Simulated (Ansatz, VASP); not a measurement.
**One calculation of Ir2Ru, two programs**

```
Ru Ir
1.0
     2.74179    0.00000    0.00000
    -1.37089    2.37446    0.00000
     0.00000    0.00000   13.15848
Ru Ir
2 4
Direct
  0.33333 0.66667 0.75000
  0.66667 0.33333 0.25000
  0.33333 0.66667 0.08590
  0.33333 0.66667 0.41410
  0.66667 0.33333 0.91410
  0.66667 0.33333 0.58590
```

Alike in both runs: functional PBE; k mesh 18 × 18 × 4; occupations gaussian, width 0.1 eV; no spin polarisation.

Ansatz relaxed the structure, and its values are those at the end. VASP's run is a single point on that final structure, the one shown.

|  | VASP | Ansatz |
| --- | --- | --- |
| version | VASP 6.6.1 | Ansatz 0.2.0 |
| potentials or method | VASP PAW PBE potentials, release 64 (Ru_pv, Ir), cutoff 520 eV | scalar-relativistic, plane waves, PAW |
| valence electrons in the cell | 64 | 100 |

|  | VASP | Ansatz | Ansatz less VASP |
| --- | --- | --- | --- |
| gap on the k mesh at the Fermi level (eV) | none | none | - |
| pressure (GPa) | 0.3 | 0.0 | -0.28 |
| rms of the force components (eV/Å) | 0.009 | 0.001 | -0.0086 |

A gap of «none» marks a metal or a gap that the smearing closes. VASP's potentials hold 64 valence electrons a cell and Ansatz's 100, so a difference there can come from the potentials and not from the codes.

Neither program's run includes spin-orbit coupling.
